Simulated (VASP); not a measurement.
# TaNb3F2 (P6/mmm) in VASP: single point with PBE

Aim: the single point of TaNb3F2 with PBE.

Program: VASP 6.6.1. These are calculated values, not measurements. Logs are shortened: lines on timing, memory, paths and dates and some standing lists are left out, and cuts for length are marked.

## 1. The cell of the first run

The structure is hexagonal, space group P6/mmm (No. 191). Conventional cell: a = 4.688 Å, b = 4.688 Å, c = 8.617 Å, α = 90.00°, β = 90.00°, γ = 120.00°. Ta (site symmetry 6/mmm) has 2 F at 1.90 Å within 2.5 Å. Nb (site symmetry -6m2) has 6 Nb at 2.71 Å and 6 F at 3.63 Å within 3.7 Å. Nb (site symmetry 6/mmm) has 2 F at 2.41 Å and 6 Nb at 2.71 Å within 3.2 Å. F (site symmetry 6mm) has 1 Ta at 1.90 Å and 1 Nb at 2.41 Å within 2.5 Å.

The cell was generated, and may not be a known phase.

## 2. Single point, PBE

The input, INCAR:

```
SYSTEM = TaNb3F2
PREC = Accurate
ENCUT = 700
EDIFF = 1E-6
ISMEAR = 0
SIGMA = 0.1
LREAL = .False.
LASPH = .True.
NELM = 120
ALGO = Normal
ISIF = 2
LWAVE = .False.
LCHARG = .False.
GGA = PE
NBANDS = 42
GGA_COMPAT = .False.
```

The input, KPOINTS:

```
Automatic mesh
0
Gamma
  6 6 4
  0 0 0
```

The input, POSCAR:

```
TaNb3F2
1.0
    4.6880189110     -0.0000000032      0.0000000000
   -2.3440094528      4.0599434720      0.0000000000
    0.0000000000      0.0000000000      8.6166869489
Ta Nb F
1 3 2
Direct
    0.0000000000      0.0000000000      0.0000000000
    0.3333333333      0.6666666667      0.5000000000
    0.6666666667      0.3333333333      0.5000000000
    0.0000000000      0.0000000000      0.5000000000
    0.0000000000      0.0000000000      0.7800639864
    0.0000000000      0.0000000000      0.2199360136
```

Potentials or basis: VASP PAW PBE potentials, release 64 (Ta_sv_GW, Nb_sv, F).

Run with:

```bash
> cat potpaw_PBE.64/Ta_sv_GW/POTCAR potpaw_PBE.64/Nb_sv/POTCAR potpaw_PBE.64/F/POTCAR > POTCAR
> mpirun -np 1 vasp_std > vasp.out
```

OUTCAR:

```text
SYSTEM = TaNb3F2
   PREC = Accurate
   ENCUT = 700
   EDIFF = 1E-6
   ISMEAR = 0
   LREAL = .False.
   LASPH = .True.
   NELM = 120
   ISIF = 2
   GGA = PE

 ion  position               nearest neighbor table
   1  0.000  0.000  0.000-   5 1.90   6 1.90
   2  0.333  0.667  0.500-   3 2.71   4 2.71   3 2.71   4 2.71   4 2.71   3 2.71
   3  0.667  0.333  0.500-   2 2.71   4 2.71   2 2.71   4 2.71   4 2.71   2 2.71
   4  0.000  0.000  0.500-   5 2.41   6 2.41   2 2.71   3 2.71   3 2.71   2 2.71   3 2.71   2 2.71

   5  0.000  0.000  0.780-   1 1.90   4 2.41
   6  0.000  0.000  0.220-   1 1.90   4 2.41

  LATTYP: Found a hexagonal cell.
 ALAT       =     4.6880189110
 C/A-ratio  =     1.8380230781

  Lattice vectors:

 A1 = (   4.6880189110,  -0.0000000032,   0.0000000000)
 A2 = (  -2.3440094528,   4.0599434720,   0.0000000000)
 A3 = (   0.0000000000,   0.0000000000,   8.6166869489)

Analysis of symmetry for initial positions (statically):
=====================================================================
 Subroutine PRICEL returns:
 Original cell was already a primitive cell.

 Routine SETGRP: Setting up the symmetry group for a
 hexagonal supercell.

 Subroutine GETGRP returns: Found 24 space group operations
 (whereof 24 operations were pure point group operations)
 out of a pool of 24 trial point group operations.

The static configuration has the point symmetry D_6h.

Analysis of symmetry for dynamics (positions and initial velocities):
=====================================================================
 Subroutine PRICEL returns:
 Original cell was already a primitive cell.

 Routine SETGRP: Setting up the symmetry group for a
 hexagonal supercell.

 Subroutine GETGRP returns: Found 24 space group operations
 (whereof 24 operations were pure point group operations)
 out of a pool of 24 trial point group operations.

The dynamic configuration has the point symmetry D_6h.

 Subroutine INISYM returns: Found 24 space group operations
 (whereof 24 operations are pure point group operations),
 and found     1 'primitive' translations

----------------------------------------------------------------------------------------

                                     Primitive cell

  volume of cell :     164.0022

  direct lattice vectors                    reciprocal lattice vectors
     4.688018911 -0.000000003  0.000000000     0.213309720  0.123154424  0.000000000
    -2.344009453  4.059943472  0.000000000     0.000000000  0.246308848  0.000000000
     0.000000000  0.000000000  8.616686949     0.000000000  0.000000000  0.116053885

  length of vectors
     4.688018911  4.688018911  8.616686949     0.246308848  0.246308848  0.116053885

  position of ions in fractional coordinates (direct lattice)
     0.000000000  0.000000000  0.000000000
     0.333333333  0.666666667  0.500000000
     0.666666667  0.333333333  0.500000000
     0.000000000  0.000000000  0.500000000
     0.000000000  0.000000000  0.780063986
     0.000000000  0.000000000  0.219936014

  ion indices of the primitive-cell ions
   primitive index   ion index
                 1           1
                 2           2
                 3           3
                 4           4
                 5           5
                 6           6

----------------------------------------------------------------------------------------

 KPOINTS: Automatic mesh

Automatic generation of k-mesh.
 Grid dimensions read from file:
 generate k-points for:    6    6    4

 Generating k-lattice:

  Cartesian coordinates                     Fractional coordinates (reciprocal lattice)
     0.035551620  0.020525737  0.000000000     0.166666667  0.000000000  0.000000000
     0.000000000  0.041051475  0.000000000     0.000000000  0.166666667  0.000000000
     0.000000000  0.000000000  0.029013471     0.000000000  0.000000000  0.250000000

  Length of vectors
     0.041051475  0.041051475  0.029013471

  Shift w.r.t. Gamma in fractional coordinates (k-lattice)
     0.000000000  0.000000000  0.000000000

 Subroutine IBZKPT returns following result:
 ===========================================

 Found     21 irreducible k-points:

 Following reciprocal coordinates:
            Coordinates               Weight
  0.000000  0.000000  0.000000      1.000000
  0.166667 -0.000000  0.000000      6.000000
  0.333333 -0.000000  0.000000      6.000000
  0.500000 -0.000000  0.000000      3.000000
  0.166667  0.166667  0.000000      6.000000
  0.333333  0.166667  0.000000     12.000000
[... 13 lines left out ...]
  0.333333  0.166667  0.500000     12.000000
  0.333333  0.333333  0.500000      2.000000
   k-points           NKPTS =     21   k-points in BZ     NKDIM =     21   number of bands    NBANDS=     42
   number of dos      NEDOS =    301   number of ions     NIONS =      6
   total plane-waves  NPLWV = 128000
   dimension x,y,z NGX =    40 NGY =   40 NGZ =   80
   dimension x,y,z NGXF=    80 NGYF=   80 NGZF=  160
   ions per type =               1   3   2
   NGX,Y,Z   is equivalent  to a cutoff of  14.18, 14.18, 15.43 a.u.
   NGXF,Y,Z  is equivalent  to a cutoff of  28.37, 28.37, 30.87 a.u.
 SYSTEM =  TaNb3F2
   PREC   = accura    normal or accurate (medium, high low for compatibility)
   ISTART =      0    job   : 0-new  1-cont  2-samecut
   ICHARG =      2    charge: 1-file 2-atom 10-const
   ISPIN  =      1    spin polarized calculation?
   LNONCOLLINEAR =      F non collinear calculations
   LSORBIT =      F    spin-orbit coupling
   LASPH  =      T    aspherical Exc in radial PAW
   ENCUT  =  700.0 eV  51.45 Ry    7.17 a.u.  10.11 10.11 18.59*2*pi/ulx,y,z
   NELM   =    120;   NELMIN=  2; NELMDL= -5     # of ELM steps
   EDIFF  = 0.1E-05   stopping-criterion for ELM
   LREAL  =      F    real-space projection
   EDIFFG = 0.1E-04   stopping-criterion for IOM
   NSW    =      0    number of steps for IOM
   IBRION =     -1    ionic relax: 0-MD 1-quasi-New 2-CG
   NFREE  =      0    steps in history (QN), initial steepest desc. (CG)
   ISIF   =      2    stress and relaxation
   ISYM   =      2    0-nonsym 1-usesym 2-fastsym
   POTIM  = 0.5000    time-step for ionic-motion
   TEBEG  =    0.0;   TEEND  =   0.0 temperature during run
   PSTRESS=    0.0 pullay stress
   NELECT =      66.0000    total number of electrons
   NUPDOWN=      -1.0000    fix difference up-down
   EMIN   =  10.00;   EMAX   =-10.00  energy-range for DOS
   EFERMI =   0.00;   METHOD = LEGACY
   ISMEAR =     0;   SIGMA  =   0.10  broadening in eV -4-tet -1-fermi 0-gaus
   EFERMI_NEDOS =   21; number of points for ismear=-14 and -15
   IALGO  =     38    algorithm
   IMIX   =      4    mixing-type and parameters
     AMIX     =   0.40;   BMIX     =  1.00
     AMIX_MAG =   1.60;   BMIX_MAG =  1.00
  volume/ion in A,a.u.               =      27.33       184.46
  Fermi-wavevector in a.u.,A,eV,Ry     =   1.208666  2.284047 19.876386  1.460873
  Thomas-Fermi vector in A             =   2.344267
   LORBIT       =      0    0 simple, 1 ext, 2 COOP (PROOUT), +10 PAW based schemes
   GGA     = PE    functional components
   LHFCALC =     F    Hartree Fock is set to
   AEXX    =    0.0000 exact exchange contribution
   IVDW    =     0    specifies the selected vdW correction
   LEPSILON=     F    determine dielectric tensor
   LRPA    =     F    only Hartree local field effects (RPA)
 non-spin polarized calculation
 Gauss-broadening in eV      SIGMA  =   0.10
  energy-cutoff  :      700.00
  volume of cell :      164.00
 maximum number of plane-waves:      6954
   NGX = 21   NGY = 21   NGZ = 37

 number of electron      66.0000009 magnetization

 Free energy of the ion-electron system (eV)
  ---------------------------------------------------
  ext. energy  EPLUGINS =         0.00000000
  ---------------------------------------------------
  free energy    TOTEN  =       -45.59624483 eV

  energy without entropy =      -45.54122909  energy(sigma->0) =      -45.56873696

 E-fermi :   3.8771     XC(G=0):  -8.6989

 val. band max:        3.8730009641   @ k =   0.3333   0.1667   0.5000
 cond. band min:       3.8889573054   @ k =   0.0000   0.0000   0.5000
 fundamental gap:      0.0159563414
 Fermi energy:         3.8770610904

 k-point     1 :       0.0000    0.0000    0.0000
  band No.  band energies     occupation
      1     -66.1456      2.00000
      2     -51.1115      2.00000
      3     -50.7061      2.00000
      4     -50.6108      2.00000
      5     -33.2455      2.00000
      6     -32.2795      2.00000
[... 34 lines left out ...]
     41       5.2537      0.00000
     42       5.2537      0.00000

 k-point     2 :       0.1667   -0.0000    0.0000
  band No.  band energies     occupation
      1     -66.1456      2.00000
      2     -51.0811      2.00000
      3     -50.7215      2.00000
      4     -50.6281      2.00000
      5     -33.2454      2.00000
      6     -32.2801      2.00000
[... 34 lines left out ...]
     41       5.2593      0.00000
     42       5.2759      0.00000

 k-point     3 :       0.3333   -0.0000    0.0000
  band No.  band energies     occupation
      1     -66.1456      2.00000
      2     -51.0040      2.00000
      3     -50.7639      2.00000
      4     -50.6676      2.00000
      5     -33.2453      2.00000
      6     -32.2813      2.00000
[... 34 lines left out ...]
     41       5.8603      0.00000
     42       5.9929      0.00000

 k-point     4 :       0.5000   -0.0000    0.0000
  band No.  band energies     occupation
      1     -66.1456      2.00000
      2     -50.9433      2.00000
      3     -50.8064      2.00000
      4     -50.6882      2.00000
      5     -33.2452      2.00000
      6     -32.2819      2.00000
[... 709 lines left out ...]
     41       5.4046      0.00000
     42       5.4646      0.00000

 k-point    20 :       0.3333    0.1667    0.5000
  band No.  band energies     occupation
      1     -66.1456      2.00000
      2     -50.9518      2.00000
      3     -50.7836      2.00000
      4     -50.7025      2.00000
      5     -33.2451      2.00000
      6     -32.2816      2.00000
[... 34 lines left out ...]
     41       6.2793      0.00000
     42       6.5157      0.00000

 k-point    21 :       0.3333    0.3333    0.5000
  band No.  band energies     occupation
      1     -66.1456      2.00000
      2     -50.9234      2.00000
      3     -50.7578      2.00000
      4     -50.7578      2.00000
      5     -33.2450      2.00000
      6     -32.2812      2.00000
[... 34 lines left out ...]
     41       6.4142      0.00000
     42       6.7399      0.00000

------------------------ aborting loop because EDIFF is reached ----------------------------------------

  FORCE on cell =-STRESS in cart. coord.  units (eV):
  Direction    XX          YY          ZZ          XY          YZ          ZX
  --------------------------------------------------------------------------------------
  -------------------------------------------------------------------------------------
  Total       -0.3025362     -0.3025362      0.4326425      0.0000000      0.0000000     -0.0000000
  in kB       -2.9555496     -2.9555496      4.2265899      0.0000000      0.0000000     -0.0000000
  external PRESSURE =      -0.5615031 kB  Pullay stress =       0.0000000 kB

 VOLUME and BASIS-vectors are now :
 -----------------------------------------------------------------------------
  energy-cutoff  :      700.00
  volume of cell :      164.00
      direct lattice vectors                 reciprocal lattice vectors
     4.688018911 -0.000000003  0.000000000     0.213309720  0.123154424  0.000000000
    -2.344009453  4.059943472  0.000000000     0.000000000  0.246308848  0.000000000
     0.000000000  0.000000000  8.616686949     0.000000000  0.000000000  0.116053885

 POSITION                                       TOTAL-FORCE (eV/Angst)
 -----------------------------------------------------------------------------------
      0.00000      0.00000      0.00000        -0.000000     -0.000000     -0.000000
      0.00000      2.70663      4.30834        -0.000000     -0.000000     -0.000000
      2.34401      1.35331      4.30834         0.000000      0.000000     -0.000000
      0.00000      0.00000      4.30834        -0.000000     -0.000000     -0.000000
      0.00000      0.00000      6.72157        -0.000000     -0.000000     -0.124568
      0.00000      0.00000      1.89512        -0.000000     -0.000000      0.124568
 -----------------------------------------------------------------------------------
    total drift:                                0.000000      0.000000      0.000000

  FREE ENERGIE OF THE ION-ELECTRON SYSTEM (eV)
  ---------------------------------------------------
  free  energy   TOTEN  =       -45.5962448314 eV

  energy  without entropy=      -45.5412290915  energy(sigma->0) =      -45.56873696
```

Run time: 8.7 min. Hardware: 1 thread of AMD EPYC 7R13 (Zen 3), shared host; peak memory 0.46 GiB.

Results:

```yaml
Free_energy: -45.5962 eV
Pressure: -0.1 GPa
Largest_force: 0.125 eV/Å
Band_gap_on_the_k_mesh: zero (bands 33 and 34 overlap by 0.20 eV)
```

Forces on the atoms (eV/Å):
```
Ta   0.000  0.000  0.000
Nb   0.000  0.000  0.000
Nb   0.000  0.000  0.000
Nb   0.000  0.000  0.000
F    0.000  0.000 -0.125
F    0.000  0.000  0.125
```

Stress tensor (GPa, compression positive):
```
-0.30  0.00  0.00
 0.00 -0.30  0.00
 0.00  0.00  0.42
```

Levels at points of the mesh, in eV from the Fermi level:
```csv
k point,band 30,band 31,band 32,band 33,band 34,band 35,band 36,band 37
"(0.00, 0.00, 0.00)",-0.74,-0.70,-0.17,-0.17,-0.06,-0.06,0.02,0.02
"(0.50, 0.00, 0.00)",-1.37,-1.05,-0.97,-0.95,0.14,0.46,0.56,0.87
"(0.00, 0.00, 0.50)",-0.66,-0.66,-0.14,-0.14,-0.09,-0.09,0.01,0.01
"(0.50, 0.00, 0.50)",-1.37,-1.19,-0.98,-0.75,0.22,0.46,0.56,0.83
```

Caveat: spin-orbit coupling is left out, which moves the levels of the heavy elements.
